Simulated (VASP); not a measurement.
## Si7P: single point with PBE

Si7P:

```
Si P
1.0
     5.42949    0.00000    0.00000
     0.00000    5.42949    0.00000
     0.00000    0.00000    5.42949
Si P
7 1
Cartesian
  0.0000 2.7147 2.7147
  4.0652 4.0652 1.3642
  2.7147 0.0000 2.7147
  4.0652 1.3642 4.0652
  2.7147 2.7147 0.0000
  1.3642 4.0652 4.0652
  1.3642 1.3642 1.3642
  0.0000 0.0000 0.0000
```

| Quantity | Value |
| --- | --- |
| Program | VASP 6.6.1 |
| Task | single point |
| Functional | PBE |
| Potentials or basis | VASP PAW PBE potentials, release 64 (Si, P) |
| Cutoff | 520 eV |
| k mesh | 6 × 6 × 6 |
| Occupations | gaussian, width 0.1 eV |
| Spin | no spin polarisation |
| Dipole correction | no |
| Further INCAR settings | ALGO = Normal; EDIFF = 1e-07; NBANDS = 26 |

```
Pressure               : -0.1 GPa
Band gap on the k mesh : zero (an odd number of electrons rules out a gap without spin polarisation)
```

Levels at points of the mesh, in eV from the Fermi level:
```csv
k point,band 13,band 14,band 15,band 16,band 17,band 18,band 19,band 20
"(0.00, 0.00, 0.00)",-3.86,-1.38,-1.38,-1.38,-1.02,-0.39,-0.39,-0.39
"(0.50, 0.00, 0.00)",-3.45,-3.45,-2.92,-2.92,-0.21,-0.05,1.86,1.95
"(0.50, 0.50, 0.00)",-2.97,-2.97,-2.36,-2.35,0.84,0.88,1.44,1.44
"(0.50, 0.50, 0.50)",-2.24,-2.22,-2.22,-2.22,-0.88,0.46,0.46,0.46
```

Run time: 34 s on 1 thread of Intel(R) Xeon(R) 6975P-C (Granite Rapids), on a shared host, peak memory 0.25 GiB.

Caveat: an odd number of electrons without spin polarisation forces a metal; a magnetic or distorted state may lie lower.
